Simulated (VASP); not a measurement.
SrO, 4 atoms in the cell. Symmetry: I4mm, No. 107, tetragonal system. Conventional cell: a = 3.551 Å, b = 3.551 Å, c = 5.022 Å, α = 90.00°, β = 90.00°, γ = 90.00°. Sr (site symmetry 4mm) has 6 O at 2.40 to 2.62 Å within 3.2 Å. Within 3.2 Å of O (site symmetry 4mm) lie 6 Sr at 2.40 to 2.62 Å.  This cell differs from its parent crystal: atoms displaced along a vibrational mode, the cell strained.

| Quantity | Value |
| --- | --- |
| Program | VASP 6.6.1 |
| Task | single point |
| Functional | LDA |
| Potentials or basis | VASP PAW LDA potentials, release 64 (Sr_sv, O) |
| Cutoff | 520 eV |
| k mesh | 9 × 9 × 8 |
| Occupations | gaussian, width 0.05 eV |
| Spin | no spin polarisation |
| Dipole correction | no |
| Further INCAR settings | ALGO = Normal; EDIFF = 1e-06; NBANDS = 24 |

Potentials or basis: VASP PAW LDA potentials, release 64 (Sr_sv, O).

Launch:

```console
$ cat potpaw_LDA.64/Sr_sv/POTCAR potpaw_LDA.64/O/POTCAR > POTCAR
$ mpirun -np 1 vasp_std > vasp.out
```

Hardware: 1 thread of Intel(R) Xeon(R) 6975P-C (Granite Rapids), on a shared host.

Question: Estimate the wall time of this run.

Answer: It took 120 s on 1 thread of Intel(R) Xeon(R) 6975P-C (Granite Rapids), with other jobs on the host, peak memory 0.34 GiB. Counts: scf iterations 15, k points 185.
